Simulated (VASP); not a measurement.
# TiSi2 (Cmcm) in VASP: notebook

The runs below take TiSi2 through single point, with PBEsol.

Program: VASP 6.6.1. These are calculated values, not measurements. Logs are shortened: lines on timing, memory, paths and dates and some standing lists are left out, and cuts for length are marked.

## Step 1: The cell of the first run

It takes space group Cmcm (No. 63, orthorhombic). The conventional cell has a = 3.362 Å, b = 13.826 Å, c = 3.399 Å, α = 90.00°, β = 90.00°, γ = 90.00°. Within 3.4 Å of Ti (site symmetry m2m) lie 10 Si at 2.46 to 2.81 Å and 6 Ti at 3.30 to 3.40 Å. Si (site symmetry m2m) has 6 Si at 2.37 to 3.13 Å and 6 Ti at 2.46 to 2.81 Å within 3.2 Å. Si (site symmetry m2m) has 8 Si at 2.39 to 3.13 Å and 4 Ti at 2.65 Å within 3.2 Å.

## Step 2: Single point, PBEsol (13.17 Å³/atom)

INCAR

```
SYSTEM = TiSi2
  ALGO = Normal
  EDIFF = 1E-6
  ENCUT = 520
  GGA = PS
  ISIF = 2
  ISMEAR = 0
  LASPH = .True.
  LCHARG = .False.
  LREAL = .False.
  LWAVE = .False.
  NBANDS = 29
  NELM = 80
  PREC = Accurate
  SIGMA = 0.15
```

KPOINTS

```
k-points
0
Gamma
  14 14 12
  0 0 0
```

POSCAR

```
TiSi2
1.0
    1.6809687943     -6.9131175815      0.0000000000
    1.6809687943      6.9131175815      0.0000000000
    0.0000000000      0.0000000000      3.3989244443
Ti Si
2 4
Direct
    0.8975108623      0.1024891377      0.7500000000
    0.1024891377      0.8975108623      0.2500000000
    0.5599809709      0.4400190291      0.7500000000
    0.4400190291      0.5599809709      0.2500000000
    0.2497198722      0.7502801278      0.7500000000
    0.7502801278      0.2497198722      0.2500000000
```

Potentials or basis: VASP PAW PBE potentials, release 64 (Ti_sv, Si).

Started as:

```sh
$ cat potpaw_PBE.64/Ti_sv/POTCAR potpaw_PBE.64/Si/POTCAR > POTCAR
$ mpirun -np 1 vasp_std > vasp.out
```

OUTCAR:

```text
SYSTEM = TiSi2
   EDIFF = 1E-6
   ENCUT = 520
   GGA = PS
   ISIF = 2
   ISMEAR = 0
   LASPH = .True.
   LREAL = .False.
   NELM = 80
   PREC = Accurate

 ion  position               nearest neighbor table
   1  0.898  0.102  0.750-   4 2.46   4 2.46   4 2.46   4 2.46   5 2.65   5 2.65   6 2.65   6 2.65
                             3 2.81   3 2.81
   2  0.102  0.898  0.250-   3 2.46   3 2.46   3 2.46   3 2.46   6 2.65   6 2.65   5 2.65   5 2.65
                             4 2.81   4 2.81
   3  0.560  0.440  0.750-   4 2.37   4 2.37   2 2.46   2 2.46   2 2.46   2 2.46   1 2.81   1 2.81
                             5 3.12   5 3.12   6 3.13   6 3.13
   4  0.440  0.560  0.250-   3 2.37   3 2.37   1 2.46   1 2.46   1 2.46   1 2.46   2 2.81   2 2.81
                             6 3.12   6 3.12   5 3.13   5 3.13
   5  0.250  0.750  0.750-   6 2.39   6 2.39   6 2.39   6 2.39   1 2.65   1 2.65   2 2.65   2 2.65
                             3 3.12   3 3.12   4 3.13   4 3.13
   6  0.750  0.250  0.250-   5 2.39   5 2.39   5 2.39   5 2.39   2 2.65   2 2.65   1 2.65   1 2.65
                             4 3.12   4 3.12   3 3.13   3 3.13

  LATTYP: Found a base centered orthorhombic cell.
 ALAT       =     3.3619375886
 B/A-ratio  =     4.1125793679
 C/A-ratio  =     1.0110016485

  Lattice vectors:

 A1 = (   1.6809687943,  -6.9131175815,   0.0000000000)
 A2 = (   1.6809687943,   6.9131175815,   0.0000000000)
 A3 = (   0.0000000000,   0.0000000000,   3.3989244443)

Analysis of symmetry for initial positions (statically):
=====================================================================
 Subroutine PRICEL returns:
 Original cell was already a primitive cell.

 Routine SETGRP: Setting up the symmetry group for a
 base centered orthorhombic supercell.

 Subroutine GETGRP returns: Found  8 space group operations
 (whereof  4 operations were pure point group operations)
 out of a pool of  8 trial point group operations.

The static configuration has the point symmetry C_2h.
 The point group associated with its full space group is D_2h.

Analysis of symmetry for dynamics (positions and initial velocities):
=====================================================================
 Subroutine PRICEL returns:
 Original cell was already a primitive cell.

 Routine SETGRP: Setting up the symmetry group for a
 base centered orthorhombic supercell.

 Subroutine GETGRP returns: Found  8 space group operations
 (whereof  4 operations were pure point group operations)
[... 109 lines left out ...]
   ENCUT  =  520.0 eV  38.22 Ry    6.18 a.u.  13.23 13.23  6.32*2*pi/ulx,y,z
   NELM   =     80;   NELMIN=  2; NELMDL= -5     # of ELM steps
   EDIFF  = 0.1E-05   stopping-criterion for ELM
   LREAL  =      F    real-space projection
   EDIFFG = 0.1E-04   stopping-criterion for IOM
   NSW    =      0    number of steps for IOM
   IBRION =     -1    ionic relax: 0-MD 1-quasi-New 2-CG
   NFREE  =      0    steps in history (QN), initial steepest desc. (CG)
   ISIF   =      2    stress and relaxation
   ISYM   =      2    0-nonsym 1-usesym 2-fastsym
   POTIM  = 0.5000    time-step for ionic-motion
   TEBEG  =    0.0;   TEEND  =   0.0 temperature during run
   PSTRESS=    0.0 pullay stress
   NELECT =      40.0000    total number of electrons
   NUPDOWN=      -1.0000    fix difference up-down
   EMIN   =  10.00;   EMAX   =-10.00  energy-range for DOS
   EFERMI =   0.00;   METHOD = LEGACY
   ISMEAR =     0;   SIGMA  =   0.15  broadening in eV -4-tet -1-fermi 0-gaus
   EFERMI_NEDOS =   21; number of points for ismear=-14 and -15
   IALGO  =     38    algorithm
   IMIX   =      4    mixing-type and parameters
     AMIX     =   0.40;   BMIX     =  1.00
     AMIX_MAG =   1.60;   BMIX_MAG =  1.00
  volume/ion in A,a.u.               =      13.17        88.85
  Fermi-wavevector in a.u.,A,eV,Ry     =   1.304848  2.465804 23.165651  1.702627
  Thomas-Fermi vector in A             =   2.435756
   LORBIT       =      0    0 simple, 1 ext, 2 COOP (PROOUT), +10 PAW based schemes
   GGA     = PS    functional components
   LHFCALC =     F    Hartree Fock is set to
   AEXX    =    0.0000 exact exchange contribution
   IVDW    =     0    specifies the selected vdW correction
   LEPSILON=     F    determine dielectric tensor
   LRPA    =     F    only Hartree local field effects (RPA)
 non-spin polarized calculation
 Gauss-broadening in eV      SIGMA  =   0.15
  energy-cutoff  :      520.00
  volume of cell :       79.00
 maximum number of plane-waves:      2152
 NGX is ok and might be reduce to    54
   NGX = 27   NGY = 27   NGZ = 13

 number of electron      40.0000005 magnetization

 Free energy of the ion-electron system (eV)
  ---------------------------------------------------
  ext. energy  EPLUGINS =         0.00000000
  ---------------------------------------------------
  free energy    TOTEN  =       -43.23905478 eV

  energy without entropy =      -43.22340587  energy(sigma->0) =      -43.23123033

 E-fermi :  11.4158     XC(G=0): -12.0597

 val. band max:       11.4128398609   @ k =  -0.0714   0.0714   0.5000
 cond. band min:      11.4194724080   @ k =   0.5000   0.5000   0.4167
 fundamental gap:      0.0066325471
 Fermi energy:        11.4158428804

 k-point     1 :       0.0000    0.0000    0.0000
  band No.  band energies     occupation
      1     -44.9820      2.00000
      2     -44.9716      2.00000
      3     -21.5136      2.00000
      4     -21.4120      2.00000
      5     -21.4008      2.00000
      6     -21.3868      2.00000
[... 757 lines left out ...]
     28      14.4976      0.00000
     29      14.8894      0.00000

 [... further k-points ...]
[... 5 lines left out ...]
  --------------------------------------------------------------------------------------
  -------------------------------------------------------------------------------------
  Total        9.5549972     -1.5357344     10.2709071      0.0000000      0.0000000      0.0000000
  in kB      193.7920896    -31.1473854    208.3119960      0.0000000      0.0000000      0.0000000
  external PRESSURE =     123.6522334 kB  Pullay stress =       0.0000000 kB

 VOLUME and BASIS-vectors are now :
 -----------------------------------------------------------------------------
  energy-cutoff  :      520.00
  volume of cell :       79.00
      direct lattice vectors                 reciprocal lattice vectors
     1.680968794 -6.913117581  0.000000000     0.297447521 -0.072326269  0.000000000
     1.680968794  6.913117581  0.000000000     0.297447521  0.072326269  0.000000000
     0.000000000  0.000000000  3.398924444     0.000000000  0.000000000  0.294210718

 POSITION                                       TOTAL-FORCE (eV/Angst)
 -----------------------------------------------------------------------------------
      1.68097     -5.49608      2.54919         0.000000      0.581772      0.000000
      1.68097      5.49608      0.84973         0.000000     -0.581772     -0.000000
      1.68097     -0.82931      2.54919         0.000000      0.330316     -0.000000
      1.68097      0.82931      0.84973         0.000000     -0.330316     -0.000000
      1.68097      3.46043      2.54919         0.000000      0.001133     -0.000000
      1.68097     -3.46043      0.84973         0.000000     -0.001133     -0.000000
 -----------------------------------------------------------------------------------
    total drift:                                0.000000      0.000000     -0.000000

  FREE ENERGIE OF THE ION-ELECTRON SYSTEM (eV)
  ---------------------------------------------------
  free  energy   TOTEN  =       -43.2390547819 eV

  energy  without entropy=      -43.2234058720  energy(sigma->0) =      -43.23123033
```

OSZICAR:

```text
N       E                     dE             d eps       ncg     rms          rms(c)
DAV:   1     0.395067396339E+03    0.39507E+03   -0.18885E+04 23142   0.148E+03
DAV:   2    -0.478656124938E+00   -0.39555E+03   -0.38417E+03 23287   0.436E+02
DAV:   3    -0.435810991799E+02   -0.43102E+02   -0.42299E+02 38494   0.121E+02
DAV:   4    -0.468373904301E+02   -0.32563E+01   -0.32331E+01 32940   0.298E+01
DAV:   5    -0.470060253794E+02   -0.16863E+00   -0.16858E+00 34969   0.588E+00    0.217E+01
DAV:   6    -0.438390382314E+02    0.31670E+01   -0.31726E+01 32191   0.416E+01    0.761E+00
DAV:   7    -0.433576782841E+02    0.48136E+00   -0.72979E+00 31065   0.204E+01    0.648E+00
DAV:   8    -0.432374106031E+02    0.12027E+00   -0.76957E-01 30923   0.669E+00    0.109E+00
DAV:   9    -0.432385878471E+02   -0.11772E-02   -0.61682E-02 33193   0.163E+00    0.649E-01
DAV:  10    -0.432390695371E+02   -0.48169E-03   -0.89199E-03 32446   0.775E-01    0.234E-01
DAV:  11    -0.432390580955E+02    0.11442E-04   -0.15279E-03 32070   0.315E-01    0.273E-02
DAV:  12    -0.432390539516E+02    0.41439E-05   -0.90059E-05 33023   0.697E-02    0.102E-02
DAV:  13    -0.432390547819E+02   -0.83032E-06   -0.40554E-06 30728   0.178E-02
   1 F= -.43239055E+02 E0= -.43231230E+02  d E =-.156489E-01
```

Wall time 41 min (1 thread of Intel Xeon 8259CL, shared host); peak memory 0.82 GiB.

Results:

```yaml
Free_energy: -43.2391 eV
Pressure: 12.4 GPa
Largest_force: 0.582 eV/Å
Band_gap_on_the_k_mesh: zero (bands 20 and 21 overlap by 1.01 eV)
```

Forces in eV/Å, atoms in the order of the input:
```
Ti   0.000  0.582  0.000
Ti   0.000 -0.582  0.000
Si   0.000  0.330  0.000
Si   0.000 -0.330  0.000
Si   0.000  0.001  0.000
Si   0.000 -0.001  0.000
```

Levels at points of the mesh, in eV from the Fermi level:
```csv
k point,band 18,band 19,band 20,band 21,band 22,band 23
"(0.00, 0.00, 0.00)",-2.09,-1.74,0.63,0.93,0.95,0.97
"(0.50, 0.00, 0.00)",-1.65,-0.90,-0.49,-0.36,1.71,1.79
"(0.50, 0.50, 0.00)",-1.69,-1.51,0.57,0.82,1.01,1.12
"(0.00, 0.00, 0.50)",-2.13,0.04,0.04,0.58,0.58,1.72
"(0.50, 0.00, 0.50)",-3.57,-2.64,-2.64,1.66,1.66,2.29
"(0.50, 0.50, 0.50)",-1.97,-0.64,-0.64,0.53,0.53,1.97
```

Caveat: the stress differs along the axes, from -3 to 21 GPa; the PAW data sets were made with another functional, which shifts forces and pressure a little.

[end of part 1 of 3]
